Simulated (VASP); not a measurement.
# SiNi (Pnma) in VASP: settings compared, part 2 of 2

VASP 6.6.1. Earlier steps stand in the parts before.

**4. Single point, PBE+D4, collinear spin, ferromagnetic start**

This run uses another cell than the first one, of 11.82 Å³/atom.

INCAR

```
  PREC = Accurate
  ENCUT = 520
  EDIFF = 1E-7
  ISMEAR = -1
  SIGMA = 0.05
  LREAL = False
  LASPH = True
  NELM = 150
  ALGO = Normal
  ISIF = 2
  LWAVE = False
  LCHARG = True
  ISPIN = 2
  MAGMOM = 1 1 1 1 0 0 0 0
  LORBIT = 11
  LMAXMIX = 4
  GGA = PE
  IVDW = 13
  LELF = True
  LVHAR = True
  NBANDS = 42
```

KPOINTS

```
Automatic mesh
0
Gamma
  5 8 5
```

POSCAR

```
SiNi
1.0
    5.0755669782      0.0000000000      0.0000000000
    0.0000000000      3.3715492237      0.0000000000
    0.0000000000      0.0000000000      5.5273137393
Ni Si
4 4
Direct
    0.9901497576      0.7500000000      0.8127440357
    0.5098502424      0.2500000000      0.3127440357
    0.4901497576      0.7500000000      0.6872559643
    0.0098502424      0.2500000000      0.1872559643
    0.6774578073      0.2500000000      0.9129826107
    0.8225421927      0.7500000000      0.4129826107
    0.1774578073      0.2500000000      0.5870173893
    0.3225421927      0.7500000000      0.0870173893
```

Potentials or basis: VASP PAW PBE potentials, release 64 (Ni, Si).

Command:

```
cat potpaw_PBE.64/Ni/POTCAR potpaw_PBE.64/Si/POTCAR > POTCAR
mpirun -np 1 vasp_std > vasp.out
```

OUTCAR:

```text
PREC = Accurate
   ENCUT = 520
   EDIFF = 1E-7
   ISMEAR = -1
   LREAL = False
   LASPH = True
   NELM = 150
   ISIF = 2
   ISPIN = 2
   LORBIT = 11
   GGA = PE
   IVDW = 13

 ion  position               nearest neighbor table
   1  0.990  0.750  0.813-   8 2.27   7 2.30   7 2.30   6 2.37   5 2.38   5 2.38   3 2.63   3 2.63
                             4 2.67   4 2.67
   2  0.510  0.250  0.313-   7 2.27   8 2.30   8 2.30   5 2.37   6 2.38   6 2.38   4 2.63   4 2.63
                             3 2.67   3 2.67
   3  0.490  0.750  0.687-   6 2.27   5 2.30   5 2.30   8 2.37   7 2.38   7 2.38   1 2.63   1 2.63
                             2 2.67   2 2.67
   4  0.010  0.250  0.187-   5 2.27   6 2.30   6 2.30   7 2.37   8 2.38   8 2.38   2 2.63   2 2.63
                             1 2.67   1 2.67
   5  0.677  0.250  0.913-   4 2.27   3 2.30   3 2.30   2 2.37   1 2.38   1 2.38   8 2.65   8 2.65
                             7 3.11   7 3.11
   6  0.823  0.750  0.413-   3 2.27   4 2.30   4 2.30   1 2.37   2 2.38   2 2.38   7 2.65   7 2.65
                             8 3.11   8 3.11
   7  0.177  0.250  0.587-   2 2.27   1 2.30   1 2.30   4 2.37   3 2.38   3 2.38   6 2.65   6 2.65
                             5 3.11   5 3.11
   8  0.323  0.750  0.087-   1 2.27   2 2.30   2 2.30   3 2.37   4 2.38   4 2.38   5 2.65   5 2.65
                             6 3.11   6 3.11
[... 2314 lines left out ...]
  energy-cutoff  :      520.00
  volume of cell :       94.59
      direct lattice vectors                 reciprocal lattice vectors
     5.075566978  0.000000000  0.000000000     0.197022324  0.000000000  0.000000000
     0.000000000  3.371549224  0.000000000     0.000000000  0.296599555  0.000000000
     0.000000000  0.000000000  5.527313739     0.000000000  0.000000000  0.180919710

 POSITION                                       TOTAL-FORCE (eV/Angst)
 -----------------------------------------------------------------------------------
      5.02557      2.52866      4.49229        -0.011356      0.000000      0.004253
      2.58778      0.84289      1.72863         0.011356     -0.000000      0.004253
      2.48779      2.52866      3.79868        -0.011356     -0.000000     -0.004253
      0.05000      0.84289      1.03502         0.011356     -0.000000     -0.004253
      3.43848      0.84289      5.04634         0.000739     -0.000000     -0.003556
      4.17487      2.52866      2.28268        -0.000739     -0.000000     -0.003556
      0.90070      0.84289      3.24463         0.000739     -0.000000      0.003556
      1.63708      2.52866      0.48097        -0.000739     -0.000000      0.003556
 -----------------------------------------------------------------------------------
    total drift:                                0.000000      0.000000     -0.000000

  FREE ENERGIE OF THE ION-ELECTRON SYSTEM (eV)
  ---------------------------------------------------
  free  energy   TOTEN  =       -51.4283727537 eV

  energy  without entropy=      -51.4164127640  energy(sigma->0) =      -51.42239276

 total charge

# of ion       s       p       d       tot
------------------------------------------
    1        0.509   0.668   8.460   9.637
    2        0.509   0.668   8.460   9.637
    3        0.509   0.668   8.460   9.637
    4        0.509   0.668   8.460   9.637
    5        0.760   0.865   0.000   1.625
    6        0.760   0.865   0.000   1.625
    7        0.760   0.865   0.000   1.625
    8        0.760   0.865   0.000   1.625
--------------------------------------------------
tot          5.079   6.132  33.840  45.050

 magnetization (x)

# of ion       s       p       d       tot
------------------------------------------
    1        0.000   0.000  -0.000  -0.000
    2        0.000   0.000  -0.000  -0.000
    3        0.000   0.000  -0.000  -0.000
    4        0.000   0.000  -0.000  -0.000
    5       -0.000   0.000   0.000   0.000
    6       -0.000   0.000   0.000   0.000
    7       -0.000   0.000   0.000   0.000
    8       -0.000   0.000   0.000   0.000
--------------------------------------------------
tot          0.000   0.000  -0.000  -0.000
```

OSZICAR:

```text
N       E                     dE             d eps       ncg     rms          rms(c)
DAV:   1     0.376468236223E+03    0.37647E+03   -0.23773E+04  7560   0.158E+03
DAV:   2    -0.199414336457E+02   -0.39641E+03   -0.37440E+03  7568   0.343E+02
[... 10 lines left out ...]
DAV:  13    -0.475588868720E+02   -0.11506E-04   -0.14663E-04 10006   0.147E-01    0.587E-02
DAV:  14    -0.475588716249E+02    0.15247E-04   -0.22614E-05 11072   0.559E-02    0.277E-02
DAV:  15    -0.475588672306E+02    0.43943E-05   -0.79440E-06 11594   0.197E-02    0.841E-03
DAV:  16    -0.475588664630E+02    0.76764E-06   -0.85251E-07  9480   0.797E-03    0.280E-03
DAV:  17    -0.475588663555E+02    0.10744E-06   -0.13772E-07  4834   0.390E-03    0.761E-04
DAV:  18    -0.475588664702E+02   -0.11463E-06   -0.45930E-08  4244   0.172E-03    0.417E-04
DAV:  19    -0.475588665291E+02   -0.58983E-07   -0.88524E-09  4190   0.736E-04
   1 F= -.51428373E+02 E0= -.51422393E+02  d E =-.119600E-01  mag=    -0.0000
```

Run time: 6.2 min. Hardware: 1 thread of Intel Xeon Platinum 8175M at 2.50GHz (Skylake/Cascade Lake), shared host; peak memory 0.4 GiB.

Results:

| Quantity | Value |
| --- | --- |
| Free energy | -51.4284 eV |
| Pressure | 0.0 GPa |
| Largest force | 0.012 eV/Å |
| Band gap on the k mesh | zero (filled and empty bands overlap) |
| Net moment | 0.00 μB per cell |
| Valence electrons inside the program's atomic spheres | Ni 9.64; Si 1.62 |
| Dispersion energy per atom | -0.484 eV |

Forces in eV/Å, atoms in the order of the input:
```
Ni  -0.011  0.000  0.004
Ni   0.011  0.000  0.004
Ni  -0.011  0.000 -0.004
Ni   0.011  0.000 -0.004
Si   0.001  0.000 -0.004
Si  -0.001  0.000 -0.004
Si   0.001  0.000  0.004
Si  -0.001  0.000  0.004
```

Caveat: the moments typed at the start vanished in this run.

**5. The runs side by side**

```tsv
level	potentials or basis	cell	gap on the mesh (eV)	pressure (GPa)	moment (μB)	largest force (eV/Å)
BLYP+D3(BJ)	VASP PAW PBE potentials, release 64 (Ni, Si)	a = 5.087, b = 3.352, c = 5.574 Å, 8 atoms, atomic positions A	none	0.6	0.00	0.02
LDA	VASP PAW LDA potentials, release 64 (Ni, Si)	a = 5.026, b = 3.353, c = 5.467 Å, 8 atoms, atomic positions B	none	0.3	0.00	0.02
PBE+D4	VASP PAW PBE potentials, release 64 (Ni, Si)	a = 5.076, b = 3.372, c = 5.527 Å, 8 atoms, atomic positions C	none	0.0	0.00	0.01
```

Alike in all rows: task single point; spin collinear, ferromagnetic start; k mesh 5 × 8 × 5; cutoff (eV) 520; smearing fermi-dirac 0.05 eV.

Caveats: the moments typed at the start vanished in this run; the dispersion term is far too large for a dense solid, which distorts pressure and volume (at least some runs); the PAW data sets were made with another functional, which shifts forces and pressure a little (at least some runs).

Total energies depend on the potentials used, so only differences within one code and one set of settings carry meaning.
